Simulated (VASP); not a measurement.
# HC16 (a cell with a defect) in VASP: a series of runs

The runs below take HC16 (a cell with a defect) through single point, with PBEsol.

All numbers are computed with VASP 6.6.1; they aren't measurements. Logs are shortened: lines on timing, memory, paths and dates and some standing lists are left out, and cuts for length are marked.

### 1 The cell of the first run

The cell holds a defect, 17 atoms: a = 5.049 Å, b = 5.049 Å, c = 5.049 Å, α = 60.00°, β = 60.00°, γ = 60.00°.

### 2 Single point, PBEsol

Input file INCAR:

```
PREC = Accurate
ENCUT = 520
EDIFF = 1E-6
ISMEAR = 0
SIGMA = 0.05
LREAL = Auto
LASPH = T
NELM = 100
ALGO = Normal
ISIF = 2
LWAVE = F
LCHARG = F
GGA = PS
NBANDS = 46
NELECT = 64.0
```

Input file KPOINTS:

```
Automatic mesh
0
Gamma
  3 3 3
```

Input file POSCAR:

```
HC16
1.0
    0.0000000000      3.5700000000      3.5700000000
    3.5700000000      0.0000000000      3.5700000000
    3.5700000000      3.5700000000      0.0000000000
C H
16 1
Direct
   -0.0005847339     -0.0027233894     -0.0077236695
    0.1229089636      0.1211226891      0.1190316527
    0.0038833333      0.0000738095      0.4913550420
    0.1274037815      0.1225469188      0.6180673669
    0.0132743697      0.4897626050     -0.0069390756
    0.1231091036      0.6221665266      0.1200494398
    0.0034029412      0.4950836134      0.4930270308
    0.1344908964      0.6214922969      0.6114068627
    0.4925574230      0.0053450980     -0.0038994398
    0.6247838936      0.1196892157      0.1210511204
    0.5005971989     -0.0021478992      0.4938767507
    0.6259656863      0.1250261905      0.6167284314
    0.4947631653      0.4917082633     -0.0026320728
    0.6078154062      0.6163812325      0.1323666667
    0.5045642857      0.4954992997      0.4990564426
    0.6273480392      0.6217427171      0.6200836134
    0.7706124650      0.7232872549      0.8630169468
```

Potentials or basis: VASP PAW PBE potentials, release 64 (C, H).

On the command line:

```bash
> cat potpaw_PBE.64/C/POTCAR potpaw_PBE.64/H/POTCAR > POTCAR
> mpirun -np 1 vasp_std > vasp.out
```

OUTCAR:

```text
PREC = Accurate
   ENCUT = 520
   EDIFF = 1E-6
   ISMEAR = 0
   LREAL = Auto
   LASPH = T
   NELM = 100
   ISIF = 2
   GGA = PS
   NELECT = 64.0

 ion  position               nearest neighbor table
   1  0.999  0.997  0.992-   2 1.54   4 1.54  10 1.54   6 1.55
   2  0.123  0.121  0.119-   5 1.52   9 1.52   3 1.54   1 1.54
   3  0.004  0.000  0.491-   2 1.54   4 1.54  12 1.56   8 1.56
   4  0.127  0.123  0.618-   7 1.54   3 1.54  11 1.54   1 1.54
   5  0.013  0.490  0.993-  17 1.38   2 1.52   6 1.52   8 1.57  14 1.67
   6  0.123  0.622  0.120-   5 1.52  13 1.53   7 1.54   1 1.55
   7  0.003  0.495  0.493-   4 1.54   6 1.54   8 1.55  16 1.55
   8  0.134  0.621  0.611-  15 1.53   7 1.55   3 1.56   5 1.57
   9  0.493  0.005  0.996-   2 1.52  10 1.53  12 1.56  14 1.60
  10  0.625  0.120  0.121-   9 1.53  13 1.53  11 1.54   1 1.54
  11  0.501  0.998  0.494-  10 1.54   4 1.54  12 1.55  16 1.55
  12  0.626  0.125  0.617-  15 1.53  11 1.55   3 1.56   9 1.56
  13  0.495  0.492  0.997-   6 1.53  10 1.53  14 1.54  16 1.56
  14  0.608  0.616  0.132-  17 1.19  15 1.51  13 1.54   9 1.60   5 1.67
  15  0.505  0.495  0.499-  14 1.51  16 1.53   8 1.53  12 1.53
  16  0.627  0.622  0.620-  15 1.53   7 1.55  11 1.55  13 1.56
  17  0.771  0.723  0.863-  14 1.19   5 1.38

  LATTYP: Found a face centered cubic cell.
 ALAT       =     7.1400000000

  Lattice vectors:

 A1 = (   0.0000000000,   3.5700000000,   3.5700000000)
 A2 = (   3.5700000000,   0.0000000000,   3.5700000000)
 A3 = (   3.5700000000,   3.5700000000,   0.0000000000)

Analysis of symmetry for initial positions (statically):
=====================================================================
 Subroutine PRICEL returns:
 Original cell was already a primitive cell.

 Routine SETGRP: Setting up the symmetry group for a
 face centered cubic supercell.

 Subroutine GETGRP returns: Found  1 space group operations
 (whereof  1 operations were pure point group operations)
 out of a pool of 48 trial point group operations.

The static configuration has the point symmetry C_1 .

Analysis of symmetry for dynamics (positions and initial velocities):
=====================================================================
 Subroutine PRICEL returns:
 Original cell was already a primitive cell.

 Routine SETGRP: Setting up the symmetry group for a
 face centered cubic supercell.

 Subroutine GETGRP returns: Found  1 space group operations
 (whereof  1 operations were pure point group operations)
 out of a pool of 48 trial point group operations.

The dynamic configuration has the point symmetry C_1 .

 Subroutine INISYM returns: Found  1 space group operations
 (whereof  1 operations are pure point group operations),
 and found     1 'primitive' translations

----------------------------------------------------------------------------------------

                                     Primitive cell

  volume of cell :      90.9986

  direct lattice vectors                    reciprocal lattice vectors
     0.000000000  3.570000000  3.570000000    -0.140056022  0.140056022  0.140056022
     3.570000000  0.000000000  3.570000000     0.140056022 -0.140056022  0.140056022
     3.570000000  3.570000000  0.000000000     0.140056022  0.140056022 -0.140056022

  length of vectors
     5.048742418  5.048742418  5.048742418     0.242584147  0.242584147  0.242584147

  position of ions in fractional coordinates (direct lattice)
     0.999415266  0.997276611  0.992276330
     0.122908964  0.121122689  0.119031653
     0.003883333  0.000073810  0.491355042
     0.127403782  0.122546919  0.618067367
     0.013274370  0.489762605  0.993060924
     0.123109104  0.622166527  0.120049440
[... 9 lines left out ...]
     0.627348039  0.621742717  0.620083613
     0.770612465  0.723287255  0.863016947

  ion indices of the primitive-cell ions
   primitive index   ion index
                 1           1
                 2           2
                 3           3
                 4           4
                 5           5
                 6           6
[... 9 lines left out ...]
                16          16
                17          17

----------------------------------------------------------------------------------------

 KPOINTS: Automatic mesh

Automatic generation of k-mesh.
 Grid dimensions read from file:
 generate k-points for:    3    3    3

 Generating k-lattice:

  Cartesian coordinates                     Fractional coordinates (reciprocal lattice)
    -0.046685341  0.046685341  0.046685341     0.333333333  0.000000000  0.000000000
     0.046685341 -0.046685341  0.046685341     0.000000000  0.333333333  0.000000000
     0.046685341  0.046685341 -0.046685341     0.000000000  0.000000000  0.333333333

  Length of vectors
     0.080861382  0.080861382  0.080861382

  Shift w.r.t. Gamma in fractional coordinates (k-lattice)
     0.000000000  0.000000000  0.000000000

 Subroutine IBZKPT returns following result:
 ===========================================

 Found     14 irreducible k-points:

 Following reciprocal coordinates:
            Coordinates               Weight
  0.000000  0.000000  0.000000      1.000000
  0.333333  0.000000  0.000000      2.000000
  0.000000  0.333333  0.000000      2.000000
  0.000000  0.000000  0.333333      2.000000
  0.333333  0.333333  0.333333      2.000000
  0.333333  0.333333  0.000000      2.000000
  0.000000  0.333333  0.333333      2.000000
  0.333333  0.000000  0.333333      2.000000
 -0.333333  0.333333  0.000000      2.000000
  0.000000 -0.333333  0.333333      2.000000
  0.333333  0.000000 -0.333333      2.000000
  0.333333  0.333333 -0.333333      2.000000
 -0.333333  0.333333 -0.333333      2.000000
  0.333333 -0.333333 -0.333333      2.000000
   k-points           NKPTS =     14   k-points in BZ     NKDIM =     14   number of bands    NBANDS=     46
   number of dos      NEDOS =    301   number of ions     NIONS =     17
   total plane-waves  NPLWV =  64000
   dimension x,y,z NGX =    40 NGY =   40 NGZ =   40
   dimension x,y,z NGXF=    80 NGYF=   80 NGZF=   80
   ions per type =              16   1
   NGX,Y,Z   is equivalent  to a cutoff of  13.17, 13.17, 13.17 a.u.
   NGXF,Y,Z  is equivalent  to a cutoff of  26.34, 26.34, 26.34 a.u.
 SYSTEM =  unknown system
   PREC   = accura    normal or accurate (medium, high low for compatibility)
   ISTART =      0    job   : 0-new  1-cont  2-samecut
   ICHARG =      2    charge: 1-file 2-atom 10-const
   ISPIN  =      1    spin polarized calculation?
   LNONCOLLINEAR =      F non collinear calculations
   LSORBIT =      F    spin-orbit coupling
   LASPH  =      T    aspherical Exc in radial PAW
   ENCUT  =  520.0 eV  38.22 Ry    6.18 a.u.   9.39  9.39  9.39*2*pi/ulx,y,z
   NELM   =    100;   NELMIN=  2; NELMDL= -5     # of ELM steps
   EDIFF  = 0.1E-05   stopping-criterion for ELM
   LREAL  =      T    real-space projection
   EDIFFG = 0.1E-04   stopping-criterion for IOM
   NSW    =      0    number of steps for IOM
   IBRION =     -1    ionic relax: 0-MD 1-quasi-New 2-CG
   NFREE  =      0    steps in history (QN), initial steepest desc. (CG)
   ISIF   =      2    stress and relaxation
   ISYM   =      2    0-nonsym 1-usesym 2-fastsym
   POTIM  = 0.5000    time-step for ionic-motion
   TEBEG  =    0.0;   TEEND  =   0.0 temperature during run
   PSTRESS=    0.0 pullay stress
   NELECT =      64.0000    total number of electrons
   NUPDOWN=      -1.0000    fix difference up-down
   EMIN   =  10.00;   EMAX   =-10.00  energy-range for DOS
   EFERMI =   0.00;   METHOD = LEGACY
   ISMEAR =     0;   SIGMA  =   0.05  broadening in eV -4-tet -1-fermi 0-gaus
   EFERMI_NEDOS =   21; number of points for ismear=-14 and -15
   IALGO  =     38    algorithm
   IMIX   =      4    mixing-type and parameters
     AMIX     =   0.40;   BMIX     =  1.00
     AMIX_MAG =   1.60;   BMIX_MAG =  1.00
  volume/ion in A,a.u.               =       5.35        36.12
  Fermi-wavevector in a.u.,A,eV,Ry     =   1.455872  2.751200 28.838420  2.119564
  Thomas-Fermi vector in A             =   2.572856
   LORBIT       =      0    0 simple, 1 ext, 2 COOP (PROOUT), +10 PAW based schemes
   GGA     = PS    functional components
   LHFCALC =     F    Hartree Fock is set to
   AEXX    =    0.0000 exact exchange contribution
   IVDW    =     0    specifies the selected vdW correction
   LEPSILON=     F    determine dielectric tensor
   LRPA    =     F    only Hartree local field effects (RPA)
 non-spin polarized calculation
 Gauss-broadening in eV      SIGMA  =   0.05
  energy-cutoff  :      520.00
  volume of cell :       91.00
 maximum number of plane-waves:      2453
 NGX is ok and might be reduce to    40
   NGX = 19   NGY = 19   NGZ = 19

 number of electron      64.0000001 magnetization

 Free energy of the ion-electron system (eV)
  ---------------------------------------------------
  ext. energy  EPLUGINS =         0.00000000
  ---------------------------------------------------
  free energy    TOTEN  =      -163.62479525 eV

  energy without entropy =     -163.62479525  energy(sigma->0) =     -163.62479525

 E-fermi :  10.0940     XC(G=0): -13.4339

 val. band max:        9.8761230678   @ k =   0.0000   0.0000   0.0000
 cond. band min:      11.7651921913   @ k =   0.0000   0.0000   0.0000
 fundamental gap:      1.8890691235
 Fermi energy:        10.0940206638

 k-point     1 :       0.0000    0.0000    0.0000
  band No.  band energies     occupation
      1     -12.0160      2.00000
      2      -6.8148      2.00000
      3      -5.9455      2.00000
      4      -5.9137      2.00000
      5      -5.8690      2.00000
      6      -4.9042      2.00000
[... 36 lines left out ...]
     43      17.6206      0.00000
     44      17.8885      0.00000

 k-point     2 :       0.3333    0.0000    0.0000
  band No.  band energies     occupation
      1     -11.2751      2.00000
      2      -8.9887      2.00000
      3      -6.7586      2.00000
      4      -6.0090      2.00000
      5      -5.9025      2.00000
      6      -5.2374      2.00000
[... 556 lines left out ...]
 k-point    14 :       0.3333   -0.3333   -0.3333
  band No.  band energies     occupation
      1     -10.2938      2.00000
      2      -9.2278      2.00000
      3      -8.8481      2.00000
      4      -7.0506      2.00000
      5      -6.7439      2.00000
      6      -4.4464      2.00000
[... 36 lines left out ...]
     43      19.0926      0.00000
     44      19.5499      0.00000
 [bands above 44 left out]

------------------------ aborting loop because EDIFF is reached ----------------------------------------

  FORCE on cell =-STRESS in cart. coord.  units (eV):
  Direction    XX          YY          ZZ          XY          YZ          ZX
  --------------------------------------------------------------------------------------
  -------------------------------------------------------------------------------------
  Total      -10.4731375    -11.4169788     -9.8240771     -0.9756012      0.3671533     -1.0875470
  in kB     -184.3965301   -201.0143823   -172.9687707    -17.1770380      6.4643279    -19.1480252
  external PRESSURE =    -186.1265610 kB  Pullay stress =       0.0000000 kB

 VOLUME and BASIS-vectors are now :
 -----------------------------------------------------------------------------
  energy-cutoff  :      520.00
  volume of cell :       91.00
      direct lattice vectors                 reciprocal lattice vectors
     0.000000000  3.570000000  3.570000000    -0.140056022  0.140056022  0.140056022
     3.570000000  0.000000000  3.570000000     0.140056022 -0.140056022  0.140056022
     3.570000000  3.570000000  0.000000000     0.140056022  0.140056022 -0.140056022

 POSITION                                       TOTAL-FORCE (eV/Angst)
 -----------------------------------------------------------------------------------
      7.10270      7.11034      7.12819        -0.043602      0.020041     -0.080274
      0.85735      0.86373      0.87119        -0.029987     -0.153288     -0.192692
      1.75440      1.76800      0.01413        -0.086630     -0.026185     -0.175515
      2.64399      2.66133      0.89232         0.005745      0.030523     -0.103260
      5.29368      3.59262      1.79584        -0.053911     -0.196748      0.011288
      2.64971      0.86808      2.66063         0.118079     -0.087237      0.018807
[... 9 lines left out ...]
      4.43332      4.45333      4.45925         0.137851      0.044501      0.105880
      5.66311      5.83206      5.33322        -0.030136      0.858281      0.666479
 -----------------------------------------------------------------------------------
    total drift:                                0.008192     -0.011419     -0.004117

  FREE ENERGIE OF THE ION-ELECTRON SYSTEM (eV)
  ---------------------------------------------------
  free  energy   TOTEN  =      -163.6247952456 eV

  energy  without entropy=     -163.6247952456  energy(sigma->0) =     -163.62479525
```

It took 2 min on 1 thread of AMD EPYC 7R43 (Zen 3), shared host; peak memory 0.21 GiB.

Results:

```yaml
Free_energy: -163.6248 eV
Largest_force: 1.087 eV/Å
```

Forces in eV/Å, atoms in the order of the input:
```
C   -0.044  0.020 -0.080
C   -0.030 -0.153 -0.193
C   -0.087 -0.026 -0.176
C    0.006  0.031 -0.103
C   -0.054 -0.197  0.011
C    0.118 -0.087  0.019
C    0.127 -0.047 -0.034
C    0.048 -0.140 -0.090
C   -0.060 -0.108 -0.106
C   -0.025  0.084  0.001
C   -0.017  0.100 -0.109
C   -0.122 -0.010 -0.094
C    0.032 -0.060  0.131
C    0.065 -0.182  0.138
C   -0.064 -0.126 -0.087
C    0.138  0.045  0.106
H   -0.030  0.858  0.666
```

Levels at points of the mesh, in eV from the Fermi level:
```csv
k point,band 29,band 30,band 31,band 32,band 33,band 34,band 35,band 36
"(0.00, 0.00, 0.00)",-2.88,-0.47,-0.30,-0.22,1.67,3.55,4.00,4.19
```

Caveat: the k points lie up to 0.51 Å⁻¹ apart; the cell carries a net charge on a neutralising background, which shifts energy and pressure; the cell is charged against a uniform background, so pressure and absolute levels hang on convention; the PAW data sets were made with another functional, which shifts forces and pressure a little.

### 3 Single point, PBEsol

Input file INCAR:

```
SYSTEM = HC16
ALGO     = Normal         ! electronic algorithm
EDIFF    = 1E-7           ! SCF threshold, eV
ENCUT    = 520            ! plane-wave cutoff, eV
GGA      = PS             ! functional
ISIF     = 2              ! what is computed and relaxed
ISMEAR   = 0              ! smearing method
LASPH    = .TRUE.         ! aspherical terms in the spheres
LCHARG   = .FALSE.        ! write CHGCAR
LREAL    = Auto         
LWAVE    = .FALSE.        ! write WAVECAR
NBANDS   = 46             ! bands
NELECT   = 64.0         
NELM     = 80             ! most SCF steps
PREC     = Accurate       ! precision mode
SIGMA    = 0.05           ! smearing width, eV
```

Input file KPOINTS:

```
k-points
0
G
  3 3 3
  0 0 0
```

Input file POSCAR:

```
HC16
1.0
    0.0000000000      3.5700000000      3.5700000000
    3.5700000000      0.0000000000      3.5700000000
    3.5700000000      3.5700000000      0.0000000000
C H
16 1
Direct
    0.0035022409      0.0003871148     -0.0039739496
    0.1277700280      0.1224812325      0.1242232493
    0.0046929972     -0.0027719888      0.4972549020
    0.1287662465      0.1219796919      0.6216284314
    0.0131260504      0.4949263305     -0.0015882353
    0.1284012605      0.6270119048      0.1213214286
    0.0081194678      0.4950371148      0.4930267507
    0.1335240896      0.6223296919      0.6188075630
    0.5007452381      0.0017564426     -0.0005724090
    0.6290277311      0.1220462185      0.1233302521
    0.5019053221     -0.0017350140      0.4963918768
    0.6294563025      0.1195137255      0.6231921569
    0.4979292717      0.4919175070     -0.0024623249
    0.6278687675      0.6291626050      0.1307303922
    0.5043441176      0.4907242297      0.4999166667
    0.6290668067      0.6235651261      0.6122791317
    0.7396866947      0.6100273109      0.8532614846
```

Potentials or basis: VASP PAW PBE potentials, release 64 (C, H).

On the command line:

```bash
> cat potpaw_PBE.64/C/POTCAR potpaw_PBE.64/H/POTCAR > POTCAR
> mpirun -np 1 vasp_std > vasp.out
```

It took 2.3 min on 1 thread of AMD EPYC 7R43 (Zen 3), shared host; peak memory 0.21 GiB.

It converged, with:

```yaml
Free_energy: -163.7164 eV
Largest_force: 0.882 eV/Å
```

Forces in eV/Å, atoms in the order of the input:
```
C    0.017 -0.001  0.059
C   -0.016 -0.017  0.031
C    0.006 -0.002 -0.026
C    0.023  0.031  0.012
C    0.038 -0.059  0.068
C    0.080 -0.027  0.133
C    0.054 -0.027  0.047
C    0.085 -0.058  0.011
C   -0.095  0.007  0.047
C   -0.020  0.037  0.088
C   -0.004  0.057  0.040
C   -0.051  0.066 -0.012
C   -0.060 -0.099  0.070
C    0.093  0.071  0.216
C   -0.041 -0.067  0.012
C    0.012 -0.027  0.071
H   -0.123  0.115 -0.866
```

Levels at points of the mesh, in eV from the Fermi level:
| k point | band 28 | band 29 | band 30 | band 31 | band 32 | band 33 | band 34 | band 35 | band 36 | band 37 |
| --- | --- | --- | --- | --- | --- | --- | --- | --- | --- | --- |
| (0.00, 0.00, 0.00) | -3.10 | -2.97 | -0.56 | -0.35 | -0.30 | 1.63 | 3.58 | 3.98 | 4.06 | 4.32 |

Caveat: the k points lie up to 0.51 Å⁻¹ apart; the cell carries a net charge on a neutralising background, which shifts energy and pressure; the cell is charged against a uniform background, so pressure and absolute levels hang on convention; the PAW data sets were made with another functional, which shifts forces and pressure a little.

(Part 1 of 2 ends here.)
